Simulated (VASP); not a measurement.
# P (P6_3/mmc) in VASP: further runs, part 2 of 2

VASP 6.6.1. Earlier steps stand in the parts before.

**4. Single point, PBE**

This run uses another cell than the first one, of 31.72 Å³/atom.

File INCAR:

```
ALGO = Normal
EDIFF = 1E-6
ENCUT = 520
GGA = PE
ISIF = 2
ISMEAR = 0
LASPH = T
LCHARG = F
LREAL = F
LWAVE = F
NBANDS = 30
NELM = 60
PREC = Accurate
SIGMA = 0.1
```

File KPOINTS:

```
k-points
0
Gamma
  6 6 10
```

File POSCAR:

```
P
1.0
    8.1216408492      0.0000000000      0.0000000000
   -4.0608204246      7.0335472958      0.0000000000
    0.0000000000      0.0000000000      4.4425477581
P
8
Direct
    0.5134547775      0.0269095551      0.2500000000
    0.9730904449      0.4865452225      0.2500000000
    0.5134547775      0.4865452225      0.2500000000
    0.4865452225      0.9730904449      0.7500000000
    0.0269095551      0.5134547775      0.7500000000
    0.4865452225      0.5134547775      0.7500000000
    0.3333333333      0.6666666667      0.7500000000
    0.6666666667      0.3333333333      0.2500000000
```

Potentials or basis: VASP PAW PBE potentials, release 64 (P).

Started as:

```console
$ cat potpaw_PBE.64/P/POTCAR > POTCAR
$ mpirun -np 1 vasp_std > vasp.out
```

OUTCAR:

```text
EDIFF = 1E-6
   ENCUT = 520
   GGA = PE
   ISIF = 2
   ISMEAR = 0
   LASPH = T
   LREAL = F
   NELM = 60
   PREC = Accurate

 ion  position               nearest neighbor table
   1  0.513  0.027  0.250-   8 2.16   4 2.25   4 2.25
   2  0.973  0.487  0.250-   8 2.16   5 2.25   5 2.25
   3  0.513  0.487  0.250-   8 2.16   6 2.25   6 2.25
   4  0.487  0.973  0.750-   7 2.16   1 2.25   1 2.25
   5  0.027  0.513  0.750-   7 2.16   2 2.25   2 2.25
   6  0.487  0.513  0.750-   7 2.16   3 2.25   3 2.25
   7  0.333  0.667  0.750-   4 2.16   5 2.16   6 2.16
   8  0.667  0.333  0.250-   1 2.16   2 2.16   3 2.16

  LATTYP: Found a hexagonal cell.
 ALAT       =     8.1216408492
 C/A-ratio  =     0.5470012576

  Lattice vectors:

 A1 = (   8.1216408492,   0.0000000000,   0.0000000000)
 A2 = (  -4.0608204246,   7.0335472958,   0.0000000000)
 A3 = (   0.0000000000,   0.0000000000,   4.4425477581)

Analysis of symmetry for initial positions (statically):
=====================================================================
 Subroutine PRICEL returns:
 Original cell was already a primitive cell.

 Routine SETGRP: Setting up the symmetry group for a
 hexagonal supercell.

 Subroutine GETGRP returns: Found 24 space group operations
 (whereof 12 operations were pure point group operations)
 out of a pool of 24 trial point group operations.

The static configuration has the point symmetry D_3d.
 The point group associated with its full space group is D_6h.

Analysis of symmetry for dynamics (positions and initial velocities):
=====================================================================
 Subroutine PRICEL returns:
 Original cell was already a primitive cell.

 Routine SETGRP: Setting up the symmetry group for a
[... 139 lines left out ...]
     AMIX_MAG =   1.60;   BMIX_MAG =  1.00
  volume/ion in A,a.u.               =      31.72       214.07
  Fermi-wavevector in a.u.,A,eV,Ry     =   0.884324  1.671130 10.640149  0.782029
  Thomas-Fermi vector in A             =   2.005209
   LORBIT       =      0    0 simple, 1 ext, 2 COOP (PROOUT), +10 PAW based schemes
   GGA     = PE    functional components
   LHFCALC =     F    Hartree Fock is set to
   AEXX    =    0.0000 exact exchange contribution
   IVDW    =     0    specifies the selected vdW correction
   LEPSILON=     F    determine dielectric tensor
   LRPA    =     F    only Hartree local field effects (RPA)
 non-spin polarized calculation
 Gauss-broadening in eV      SIGMA  =   0.10
  energy-cutoff  :      520.00
  volume of cell :      253.78
 maximum number of plane-waves:      6868
   NGX = 31   NGY = 31   NGZ = 17

 number of electron      40.0000001 magnetization

 Free energy of the ion-electron system (eV)
  ---------------------------------------------------
  ext. energy  EPLUGINS =         0.00000000
  ---------------------------------------------------
  free energy    TOTEN  =       -39.07189086 eV

  energy without entropy =      -39.04968808  energy(sigma->0) =      -39.06078947

 E-fermi :   1.3822     XC(G=0):  -7.0168

 val. band max:        1.3780809578   @ k =   0.3333   0.0000   0.1000
 cond. band min:       1.3896645747   @ k =   0.1667   0.1667   0.4000
 fundamental gap:      0.0115836168
 Fermi energy:         1.3822236856

 k-point     1 :       0.0000    0.0000    0.0000
  band No.  band energies     occupation
      1     -12.9272      2.00000
      2     -11.4053      2.00000
      3     -11.4053      2.00000
      4     -10.9681      2.00000
      5      -6.7594      2.00000
      6      -6.6230      2.00000
[... 781 lines left out ...]
     29       6.1855      0.00000
     30       6.2647      0.00000

 [... further k-points ...]

------------------------ aborting loop because EDIFF is reached ----------------------------------------

  FORCE on cell =-STRESS in cart. coord.  units (eV):
  Direction    XX          YY          ZZ          XY          YZ          ZX
  --------------------------------------------------------------------------------------
  -------------------------------------------------------------------------------------
  Total       -0.3258645     -0.3258645     -0.1752344      0.0000000      0.0000000     -0.0000000
  in kB       -2.0572984     -2.0572984     -1.1063172      0.0000000      0.0000000     -0.0000000
  external PRESSURE =      -1.7403047 kB  Pullay stress =       0.0000000 kB

 VOLUME and BASIS-vectors are now :
 -----------------------------------------------------------------------------
  energy-cutoff  :      520.00
  volume of cell :      253.78
      direct lattice vectors                 reciprocal lattice vectors
     8.121640849  0.000000000  0.000000000     0.123127828  0.071087885  0.000000000
    -4.060820425  7.033547296  0.000000000     0.000000000  0.142175770  0.000000000
     0.000000000  0.000000000  4.442547758     0.000000000  0.000000000  0.225096061

 POSITION                                       TOTAL-FORCE (eV/Angst)
 -----------------------------------------------------------------------------------
      4.06082      0.18927      1.11064         0.000000      0.031385      0.000000
      5.92732      3.42214      1.11064        -0.027180     -0.015693     -0.000000
      2.19432      3.42214      1.11064         0.027180     -0.015693      0.000000
      0.00000      6.84428      3.33191         0.000000     -0.031385     -0.000000
     -1.86650      3.61141      3.33191         0.027180      0.015693      0.000000
      1.86650      3.61141      3.33191        -0.027180      0.015693     -0.000000
     -0.00000      4.68903      3.33191         0.000000      0.000000      0.000000
      4.06082      2.34452      1.11064        -0.000000      0.000000      0.000000
 -----------------------------------------------------------------------------------
    total drift:                               -0.000000      0.000000     -0.000000

  FREE ENERGIE OF THE ION-ELECTRON SYSTEM (eV)
  ---------------------------------------------------
  free  energy   TOTEN  =       -39.0718908611 eV

  energy  without entropy=      -39.0496880845  energy(sigma->0) =      -39.06078947
```

OSZICAR:

```text
N       E                     dE             d eps       ncg     rms          rms(c)
DAV:   1     0.194505421531E+03    0.19451E+03   -0.15319E+04  2520   0.107E+03
DAV:   2    -0.209454019255E+02   -0.21545E+03   -0.20871E+03  3274   0.187E+02
DAV:   3    -0.390108859312E+02   -0.18065E+02   -0.17820E+02  3242   0.564E+01
DAV:   4    -0.394493041628E+02   -0.43842E+00   -0.43667E+00  3540   0.101E+01
DAV:   5    -0.394610935953E+02   -0.11789E-01   -0.11784E-01  3644   0.154E+00    0.141E+01
DAV:   6    -0.391705590384E+02    0.29053E+00   -0.31813E-01  3090   0.223E+00    0.829E+00
DAV:   7    -0.390696546890E+02    0.10090E+00   -0.33371E-01  3224   0.224E+00    0.866E-01
DAV:   8    -0.390713872957E+02   -0.17326E-02   -0.22072E-02  3214   0.695E-01    0.410E-01
DAV:   9    -0.390715343284E+02   -0.14703E-03   -0.26105E-03  3270   0.236E-01    0.125E-01
DAV:  10    -0.390718911091E+02   -0.35678E-03   -0.40559E-04  3068   0.932E-02    0.442E-02
DAV:  11    -0.390719646019E+02   -0.73493E-04   -0.29648E-04  2750   0.718E-02    0.270E-02
DAV:  12    -0.390719206224E+02    0.43980E-04   -0.68115E-05  2994   0.347E-02    0.137E-02
DAV:  13    -0.390718924908E+02    0.28132E-04   -0.18938E-05  2778   0.239E-02    0.492E-03
DAV:  14    -0.390718911304E+02    0.13604E-05   -0.16519E-06  2588   0.591E-03    0.155E-03
DAV:  15    -0.390718908611E+02    0.26932E-06   -0.33889E-07  1802   0.288E-03
   1 F= -.39071891E+02 E0= -.39060789E+02  d E =-.222028E-01
```

stdout:

```text
POSCAR found type information on POSCAR P
 POSCAR found :  1 types and       8 ions
 scaLAPACK will be used
 LDA part: xc-table for (Slater+PW92), standard interpolation
 POSCAR, INCAR and KPOINTS ok, starting setup
 FFT: planning ... GRIDC
 FFT: planning ... GRID_SOFT
 FFT: planning ... GRID
 WAVECAR not read
 entering main loop
```

It took 4.3 min on 1 thread of Intel Xeon Platinum 8375C at 2.90GHz (Ice Lake), shared host; peak memory 0.46 GiB.

Results:

- Free energy: -39.0719 eV
- Pressure: -0.2 GPa
- Largest force: 0.031 eV/Å
- Band gap on the k mesh: zero (bands 20 and 21 overlap by 1.01 eV)

Forces on the atoms (eV/Å):
```
P    0.000  0.031  0.000
P   -0.027 -0.016  0.000
P    0.027 -0.016  0.000
P    0.000 -0.031  0.000
P    0.027  0.016  0.000
P   -0.027  0.016  0.000
P    0.000  0.000  0.000
P    0.000  0.000  0.000
```

Stress tensor (GPa, compression positive):
```
-0.21  0.00  0.00
 0.00 -0.21  0.00
 0.00  0.00 -0.11
```

Levels at points of the mesh, in eV from the Fermi level:
| k point | band 17 | band 18 | band 19 | band 20 | band 21 | band 22 | band 23 | band 24 |
| --- | --- | --- | --- | --- | --- | --- | --- | --- |
| (0.00, 0.00, 0.00) | -2.48 | -2.02 | -1.65 | 0.76 | 1.30 | 1.30 | 1.67 | 2.09 |
| (0.50, 0.00, 0.00) | -2.27 | -2.07 | -0.98 | -0.23 | 0.83 | 1.41 | 2.18 | 2.62 |
| (0.00, 0.00, 0.50) | -1.44 | -1.44 | -0.44 | -0.44 | 2.48 | 2.48 | 2.96 | 2.96 |
| (0.50, 0.00, 0.50) | -0.72 | -0.72 | -0.63 | -0.63 | 1.89 | 1.89 | 2.57 | 2.57 |

**5. Summary**

| cell | k mesh | gap on the mesh (eV) | pressure (GPa) | largest force (eV/Å) |
| --- | --- | --- | --- | --- |
| a = 8.896, b = 8.896, c = 3.558 Å, angles 90.0, 90.0, 120.0°, 8 atoms, atomic positions A | 3 × 3 × 6 | none | 9.7 | 0.60 |
| a = 8.454, b = 8.454, c = 4.261 Å, angles 90.0, 90.0, 120.0°, 8 atoms, atomic positions B | 3 × 3 × 6 | none | -0.2 | 0.03 |
| a = 8.122, b = 8.122, c = 4.443 Å, angles 90.0, 90.0, 120.0°, 8 atoms, atomic positions C | 6 × 6 × 10 | none | -0.2 | 0.03 |

Alike in all rows: task single point; level PBE; potentials or basis VASP PAW PBE potentials, release 64 (P); no spin polarisation; cutoff (eV) 520; smearing gaussian 0.1 eV.

Caveats: the cell stands under pressure (at least some runs).

Total energies depend on the potentials used, so only differences within one code and one set of settings carry meaning.
